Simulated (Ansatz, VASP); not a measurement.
One calculation of Rb16Li, two programs

```xyz
17
Lattice="11.1800 0.0000 0.0000 0.0000 11.1800 0.0000 0.0000 0.0000 11.1800" Properties=species:S:1:pos:R:3 pbc="T T T"
Rb   -0.4601   -0.0004    0.0688
Rb    6.0315   -0.0001    0.0563
Rb   -0.1306    5.5856    0.1089
Rb    0.2508    0.0018    5.9408
Rb    2.7928    2.5450    2.4446
Rb    5.7242    5.5862    0.1096
Rb    5.3387    0.0015    5.9343
Rb    8.3793    2.6903    3.0773
Rb    0.1028    5.5947    5.3075
Rb    2.7931    8.6350    2.4505
Rb    2.7954    3.2555    8.3164
Rb    5.4871    5.5951    5.3100
Rb    8.3790    8.4897    3.0752
Rb    8.3901    2.9253    8.2759
Rb    2.7951    7.9400    8.3267
Rb    8.3895    8.2516    8.2753
Li    2.7734    0.0179    9.7771
```

Alike in both runs: functional PBE; k mesh 1 × 1 × 1; occupations fermi-dirac, width 0.05 eV; no spin polarisation.

Ansatz relaxed the structure, and its values are those at the end. VASP's run is a single point on that final structure, the one shown.

|  | VASP | Ansatz |
| --- | --- | --- |
| version | VASP 6.6.1 | Ansatz 0.2.0 |
| potentials or method | VASP PAW PBE potentials, release 64 (Rb_sv, Li_sv), cutoff 520 eV | scalar-relativistic, plane waves, PAW |
| valence electrons in the cell | 147 | 147 |

```csv
,VASP,Ansatz,Ansatz less VASP
rms of the force components (eV/Å),0.005,0.005,-0.0001
```

With one functional, cell and mesh, what is left measures potentials, basis and numerics.

Noted on VASP's run: the cutoff is short for stress, so the pressure is rough.
